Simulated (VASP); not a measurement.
# MgS (Fm-3m) in VASP: further runs

The runs below take MgS through single point, vibrations by perturbation theory, elastic constants, with PBE.

Everything below comes from runs of VASP 6.6.1. Logs are shortened: lines on timing, memory, paths and dates and some standing lists are left out, and cuts for length are marked.

**1. The cell of the first run**

Symmetry: Fm-3m, No. 225, cubic system. The conventional cell has a = 5.230 Å, b = 5.230 Å, c = 5.230 Å, α = 90.00°, β = 90.00°, γ = 90.00°. Within 3.4 Å of Mg (site symmetry m-3m) lie 6 S at 2.62 Å. Within 3.4 Å of S (site symmetry m-3m) lie 6 Mg at 2.62 Å.

**2. Single point, PBE**

POSCAR reads:

```
MgS
1.0
    0.0000000000      2.6151298944      2.6151298944
    2.6151298944      0.0000000000      2.6151298944
    2.6151298944      2.6151298944      0.0000000000
Mg S
1 1
Direct
    0.0000000000      0.0000000000      0.0000000000
    0.5000000000      0.5000000000      0.5000000000
```

INCAR.step1 reads:

```
ALGO = Normal ; EDIFF = 1E-6
ENCUT = 520 ; GGA = PE
ISIF = 2 ; ISMEAR = 0
LASPH = T ; LCHARG = T
LREAL = F ; LWAVE = F
NBANDS = 11 ; NELM = 60
PREC = Accurate ; SIGMA = 0.02
```

KPOINTS.step1 reads:

```
k-points
0
Gamma
  8 8 8
```

INCAR.step2 reads:

```
ALGO = Normal ; EDIFF = 1E-6
ENCUT = 520 ; GGA = PE
ICHARG = 11 ; ISIF = 2
ISMEAR = -5 ; LASPH = T
LCHARG = F ; LORBIT = 11
LREAL = F ; LWAVE = F
NBANDS = 11 ; NEDOS = 2001
NELM = 60 ; PREC = Accurate
SIGMA = 0.02
```

KPOINTS.step2 reads:

```
k-points
0
Gamma
  12 12 12
```

Potentials or basis: VASP PAW PBE potentials, release 64 (Mg, S).

Run with:

```console
$ cat potpaw_PBE.64/Mg/POTCAR potpaw_PBE.64/S/POTCAR > POTCAR
$ cp INCAR.step1 INCAR
$ cp KPOINTS.step1 KPOINTS
$ mpirun -np 1 vasp_std > vasp.out
$ cp INCAR.step2 INCAR
$ cp KPOINTS.step2 KPOINTS
$ mpirun -np 1 vasp_std > vasp.out
```

OUTCAR:

```text
EDIFF = 1E-6
   ENCUT = 520
   GGA = PE
   ICHARG = 11
   ISIF = 2
   ISMEAR = -5
   LASPH = T
   LORBIT = 11
   LREAL = F
   NELM = 60
   PREC = Accurate

 ion  position               nearest neighbor table
   1  0.000  0.000  0.000-   2 2.62   2 2.62   2 2.62   2 2.62   2 2.62   2 2.62
   2  0.500  0.500  0.500-   1 2.62   1 2.62   1 2.62   1 2.62   1 2.62   1 2.62

  LATTYP: Found a face centered cubic cell.
 ALAT       =     5.2302597888

  Lattice vectors:

 A1 = (   0.0000000000,   2.6151298944,   2.6151298944)
 A2 = (   2.6151298944,   0.0000000000,   2.6151298944)
 A3 = (   2.6151298944,   2.6151298944,   0.0000000000)

Analysis of symmetry for initial positions (statically):
=====================================================================
 Subroutine PRICEL returns:
 Original cell was already a primitive cell.

 Routine SETGRP: Setting up the symmetry group for a
 face centered cubic supercell.

 Subroutine GETGRP returns: Found 48 space group operations
 (whereof 48 operations were pure point group operations)
 out of a pool of 48 trial point group operations.

The static configuration has the point symmetry O_h .

Analysis of symmetry for dynamics (positions and initial velocities):
=====================================================================
 Subroutine PRICEL returns:
 Original cell was already a primitive cell.

 Routine SETGRP: Setting up the symmetry group for a
 face centered cubic supercell.

 Subroutine GETGRP returns: Found 48 space group operations
 (whereof 48 operations were pure point group operations)
 out of a pool of 48 trial point group operations.

The dynamic configuration has the point symmetry O_h .

 Subroutine INISYM returns: Found 48 space group operations
 (whereof 48 operations are pure point group operations),
 and found     1 'primitive' translations

----------------------------------------------------------------------------------------

                                     Primitive cell

  volume of cell :      35.7692

  direct lattice vectors                    reciprocal lattice vectors
     0.000000000  2.615129894  2.615129894    -0.191195092  0.191195092  0.191195092
     2.615129894  0.000000000  2.615129894     0.191195092 -0.191195092  0.191195092
     2.615129894  2.615129894  0.000000000     0.191195092  0.191195092 -0.191195092

  length of vectors
     3.698352164  3.698352164  3.698352164     0.331159613  0.331159613  0.331159613

  position of ions in fractional coordinates (direct lattice)
     0.000000000  0.000000000  0.000000000
     0.500000000  0.500000000  0.500000000

  ion indices of the primitive-cell ions
   primitive index   ion index
                 1           1
                 2           2

----------------------------------------------------------------------------------------

 KPOINTS: k-points

Automatic generation of k-mesh.
 Grid dimensions read from file:
 generate k-points for:   12   12   12

 Generating k-lattice:

  Cartesian coordinates                     Fractional coordinates (reciprocal lattice)
    -0.015932924  0.015932924  0.015932924     0.083333333  0.000000000  0.000000000
     0.015932924 -0.015932924  0.015932924     0.000000000  0.083333333  0.000000000
     0.015932924  0.015932924 -0.015932924     0.000000000  0.000000000  0.083333333

  Length of vectors
     0.027596634  0.027596634  0.027596634

  Shift w.r.t. Gamma in fractional coordinates (k-lattice)
     0.000000000  0.000000000  0.000000000

 TETIRR: Found    247 inequivalent tetrahedra from    10368

 Subroutine IBZKPT returns following result:
 ===========================================

 Found     72 irreducible k-points:

 Following reciprocal coordinates:
            Coordinates               Weight
  0.000000  0.000000  0.000000      1.000000
  0.083333  0.000000  0.000000      8.000000
  0.166667  0.000000  0.000000      8.000000
  0.250000  0.000000  0.000000      8.000000
  0.333333  0.000000  0.000000      8.000000
  0.416667  0.000000  0.000000      8.000000
[... 16 lines left out ...]
  0.500000  0.166667  0.000000     24.000000
 -0.416667  0.166667  0.000000     24.000000
 [... further k-points ...]
   k-points           NKPTS =     72   k-points in BZ     NKDIM =     72   number of bands    NBANDS=     11
   number of dos      NEDOS =   2001   number of ions     NIONS =      2
   total plane-waves  NPLWV =  21952
   dimension x,y,z NGX =    28 NGY =   28 NGZ =   28
   dimension x,y,z NGXF=    56 NGYF=   56 NGZF=   56
   ions per type =               1   1
   NGX,Y,Z   is equivalent  to a cutoff of  12.59, 12.59, 12.59 a.u.
   NGXF,Y,Z  is equivalent  to a cutoff of  25.17, 25.17, 25.17 a.u.
 SYSTEM =  unknown system
   PREC   = accura    normal or accurate (medium, high low for compatibility)
   ISTART =      0    job   : 0-new  1-cont  2-samecut
   ICHARG =     11    charge: 1-file 2-atom 10-const
   ISPIN  =      1    spin polarized calculation?
   LNONCOLLINEAR =      F non collinear calculations
   LSORBIT =      F    spin-orbit coupling
   LASPH  =      T    aspherical Exc in radial PAW
   ENCUT  =  520.0 eV  38.22 Ry    6.18 a.u.   6.88  6.88  6.88*2*pi/ulx,y,z
   NELM   =     60;   NELMIN=  2; NELMDL=  0     # of ELM steps
   EDIFF  = 0.1E-05   stopping-criterion for ELM
   LREAL  =      F    real-space projection
   EDIFFG = 0.1E-04   stopping-criterion for IOM
   NSW    =      0    number of steps for IOM
   IBRION =     -1    ionic relax: 0-MD 1-quasi-New 2-CG
   NFREE  =      0    steps in history (QN), initial steepest desc. (CG)
   ISIF   =      2    stress and relaxation
   ISYM   =      2    0-nonsym 1-usesym 2-fastsym
   POTIM  = 0.5000    time-step for ionic-motion
   TEBEG  =    0.0;   TEEND  =   0.0 temperature during run
   PSTRESS=    0.0 pullay stress
   NELECT =       8.0000    total number of electrons
   NUPDOWN=      -1.0000    fix difference up-down
   EMIN   =  10.00;   EMAX   =-10.00  energy-range for DOS
   EFERMI =   0.00;   METHOD = LEGACY
   ISMEAR =    -5;   SIGMA  =   0.02  broadening in eV -4-tet -1-fermi 0-gaus
   EFERMI_NEDOS =   21; number of points for ismear=-14 and -15
   IALGO  =     38    algorithm
   IMIX   =      4    mixing-type and parameters
     AMIX     =   0.40;   BMIX     =  1.00
     AMIX_MAG =   1.60;   BMIX_MAG =  1.00
  volume/ion in A,a.u.               =      17.88       120.69
  Fermi-wavevector in a.u.,A,eV,Ry     =   0.993730  1.877877 13.435733  0.987499
  Thomas-Fermi vector in A             =   2.125632
   LORBIT       =     11    0 simple, 1 ext, 2 COOP (PROOUT), +10 PAW based schemes
   GGA     = PE    functional components
   LHFCALC =     F    Hartree Fock is set to
   AEXX    =    0.0000 exact exchange contribution
   IVDW    =     0    specifies the selected vdW correction
   LEPSILON=     F    determine dielectric tensor
   LRPA    =     F    only Hartree local field effects (RPA)
 non-spin polarized calculation
 Fermi weights with tetrahedron method with Bloechl corrections
  energy-cutoff  :      520.00
  volume of cell :       35.77
 maximum number of plane-waves:       982

 number of electron       8.0000000 magnetization

 Free energy of the ion-electron system (eV)
  ---------------------------------------------------
  ext. energy  EPLUGINS =         0.00000000
  ---------------------------------------------------
  free energy    TOTEN  =        -8.50312004 eV

  energy without entropy =       -8.50312004  energy(sigma->0) =       -8.50312004

 E-fermi :   3.5984     XC(G=0):  -9.6244

 val. band max:        3.5881058924   @ k =   0.0000   0.0000   0.0000
 cond. band min:       6.3296890141   @ k =   0.5000   0.5000   0.0000
 fundamental gap:      2.7415831217
 Fermi energy:         3.5984293703

 k-point     1 :       0.0000    0.0000    0.0000
  band No.  band energies     occupation
      1      -8.9915      2.00000
      2       3.5881      2.00000
      3       3.5881      2.00000
      4       3.5881      2.00000
      5       7.1770      0.00000
      6      11.5519      0.00000
      7      11.5519      0.00000
      8      11.5519      0.00000
      9      13.9202      0.00000
     10      13.9202      0.00000
     11      16.0894      0.00000

 k-point     2 :       0.0833    0.0000    0.0000
  band No.  band energies     occupation
      1      -8.9252      2.00000
      2       3.0633      2.00000
      3       3.5426      2.00000
      4       3.5426      2.00000
      5       7.6145      0.00000
      6      11.3459      0.00000
      7      11.6854      0.00000
      8      11.6854      0.00000
      9      13.5277      0.00000
     10      13.5277      0.00000
     11      16.3625      0.00000

 k-point     3 :       0.1667    0.0000    0.0000
  band No.  band energies     occupation
      1      -8.7346      2.00000
      2       1.9782      2.00000
      3       3.4249      2.00000
      4       3.4249      2.00000
      5       8.2948      0.00000
      6      11.2225      0.00000
      7      11.7970      0.00000
      8      11.7970      0.00000
      9      13.2102      0.00000
     10      13.2102      0.00000
     11      15.9060      0.00000

 k-point     4 :       0.2500    0.0000    0.0000
  band No.  band energies     occupation
      1      -8.4468      2.00000
      2       0.8199      2.00000
      3       3.2770      2.00000
      4       3.2770      2.00000
      5       8.4886      0.00000
      6      11.3906      0.00000
      7      11.3906      0.00000
      8      11.8052      0.00000
      9      13.8513      0.00000
     10      13.8513      0.00000
     11      15.3733      0.00000

 k-point     5 :       0.3333    0.0000    0.0000
  band No.  band energies     occupation
      1      -8.1170      2.00000
      2      -0.1927      2.00000
      3       3.1415      2.00000
      4       3.1415      2.00000
      5       8.3370      0.00000
      6      10.9082      0.00000
      7      10.9082      0.00000
      8      12.7913      0.00000
      9      15.0618      0.00000
     10      15.0622      0.00000
     11      15.0622      0.00000
[... 211 lines left out ...]
 k-point    21 :       0.3333    0.1667    0.0000
  band No.  band energies     occupation
      1      -8.1534      2.00000
      2       0.4723      2.00000
      3       2.6136      2.00000
      4       2.7269      2.00000
      5       8.8450      0.00000
      6      10.1354      0.00000
      7      11.0311      0.00000
      8      12.4011      0.00000
      9      14.4651      0.00000
     10      15.8219      0.00000
     11      17.2767      0.00000

 k-point    22 :       0.4167    0.1667    0.0000
  band No.  band energies     occupation
      1      -7.8587      2.00000
      2      -0.2834      2.00000
      3       2.3057      2.00000
      4       2.6639      2.00000
      5       8.6708      0.00000
      6      10.1270      0.00000
      7      11.8134      0.00000
      8      11.8714      0.00000
      9      15.3782      0.00000
     10      17.2375      0.00000
     11      17.3557      0.00000

 k-point    23 :       0.5000    0.1667    0.0000
  band No.  band energies     occupation
      1      -7.6497      2.00000
      2      -0.7551      2.00000
      3       2.0386      2.00000
      4       2.6925      2.00000
      5       8.6639      0.00000
      6      10.0149      0.00000
      7      11.4522      0.00000
      8      12.9380      0.00000
      9      15.7219      0.00000
     10      17.6746      0.00000
     11      17.9595      0.00000

 k-point    24 :      -0.4167    0.1667    0.0000
  band No.  band energies     occupation
      1      -7.6177      2.00000
      2      -0.8190      2.00000
      3       1.8723      2.00000
      4       2.8073      2.00000
      5       8.8506      0.00000
      6       9.9922      0.00000
      7      11.2047      0.00000
      8      13.4636      0.00000
      9      16.1258      0.00000
     10      16.3889      0.00000
     11      17.3824      0.00000

 [... further k-points ...]

------------------------ aborting loop because EDIFF is reached ----------------------------------------

  FORCE on cell =-STRESS in cart. coord.  units (eV):
  Direction    XX          YY          ZZ          XY          YZ          ZX
  --------------------------------------------------------------------------------------
  -------------------------------------------------------------------------------------
  Total       -0.0724731     -0.0724731     -0.0724731      0.0000000      0.0000000     -0.0000000
  in kB       -3.2462193     -3.2462193     -3.2462193      0.0000000      0.0000000     -0.0000000
  external PRESSURE =      -3.2462193 kB  Pullay stress =       0.0000000 kB

 VOLUME and BASIS-vectors are now :
 -----------------------------------------------------------------------------
  energy-cutoff  :      520.00
  volume of cell :       35.77
      direct lattice vectors                 reciprocal lattice vectors
     0.000000000  2.615129894  2.615129894    -0.191195092  0.191195092  0.191195092
     2.615129894  0.000000000  2.615129894     0.191195092 -0.191195092  0.191195092
     2.615129894  2.615129894  0.000000000     0.191195092  0.191195092 -0.191195092

 POSITION                                       TOTAL-FORCE (eV/Angst)
 -----------------------------------------------------------------------------------
      0.00000      0.00000      0.00000         0.000000     -0.000000      0.000000
      2.61513      2.61513      2.61513        -0.000000      0.000000     -0.000000
 -----------------------------------------------------------------------------------
    total drift:                                0.000000      0.000000      0.000000

  FREE ENERGIE OF THE ION-ELECTRON SYSTEM (eV)
  ---------------------------------------------------
  free  energy   TOTEN  =        -8.5031200377 eV

  energy  without entropy=       -8.5031200377  energy(sigma->0) =       -8.50312004

 total charge

# of ion       s       p       d       tot
------------------------------------------
    1        0.135   0.124   0.038   0.297
    2        1.314   2.495   0.000   3.809
--------------------------------------------------
tot          1.449   2.619   0.038   4.107
```

Run time: 17 s. Hardware: 1 thread of Intel Xeon Platinum 8488C (Sapphire Rapids), shared host; peak memory 0.16 GiB.

Results:

```yaml
Valence_electrons_inside_the_program's_atomic_spheres: Mg 0.30; S 3.81
```

Levels at points of the mesh, in eV from the valence-band top:
```tsv
k point	band 1	band 2	band 3	band 4	band 5	band 6	band 7	band 8	band 9
(0.00, 0.00, 0.00)	-12.58	0.00	0.00	0.00	3.59	7.96	7.96	7.96	10.33
(0.50, 0.00, 0.00)	-11.31	-4.75	-0.57	-0.57	4.53	6.89	6.89	9.94	12.07
(0.50, 0.50, 0.00)	-10.95	-4.11	-1.65	-1.65	2.74	4.44	11.85	12.77	13.21
```

[end of part 1 of 2]
